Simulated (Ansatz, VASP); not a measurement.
# One calculation of HfO2, two programs

```
CELL_PARAMETERS angstrom
0.00000 2.52918 2.52918
2.52918 0.00000 2.52918
2.52918 2.52918 0.00000
ATOMIC_POSITIONS crystal
Hf 0.00000 0.00000 0.00000
O 0.25000 0.25000 0.25000
O 0.75000 0.75000 0.75000
```

Alike in both runs: task single point; functional PBE; k mesh 6 × 6 × 6; occupations gaussian, width 0.05 eV; no spin polarisation.

|  | VASP | Ansatz |
| --- | --- | --- |
| version | VASP 6.6.1 | Ansatz 0.2.0 |
| potentials or method | VASP PAW PBE potentials, release 64 (Hf_pv, O) | plane waves |
| plane-wave cutoff (eV) | 520 | 420 |
| valence electrons in the cell | 22 | 38 |

```csv
,VASP,Ansatz,Ansatz less VASP
gap on the k mesh at the Fermi level (eV),3.82,3.80,-0.017
pressure (GPa),2.1,6.0,+3.85
```

VASP's potentials hold 22 valence electrons a cell and Ansatz's 38, so a difference there can come from the potentials and not from the codes.

Neither program's run includes spin-orbit coupling.
